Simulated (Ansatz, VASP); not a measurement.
# K: VASP beside Ansatz

```
K
1.0
     5.28342    0.00000    0.00000
     0.00000    5.28342    0.00000
     0.00000    0.00000    5.28342
K
2
Direct
  0.00000 0.00000 0.00000
  0.50000 0.50000 0.50000
```

Alike in both runs: task single point; functional PBE; k mesh 5 × 5 × 5; occupations fermi-dirac, width 0.0816 eV; no spin polarisation.

|  | VASP | Ansatz |
| --- | --- | --- |
| version | VASP 6.6.1 | Ansatz 0.2.0 |
| potentials or method | VASP PAW PBE potentials, release 64 (K_sv) | PAW with Ansatz's default frozen-core files, scalar-relativistic |
| plane-wave cutoff (eV) | 500 | 420 |
| valence electrons in the cell | 18 | 18 |

|  | VASP | Ansatz | Ansatz less VASP |
| --- | --- | --- | --- |
| pressure (GPa) | 0.0 | 0.0 | +0.01 |
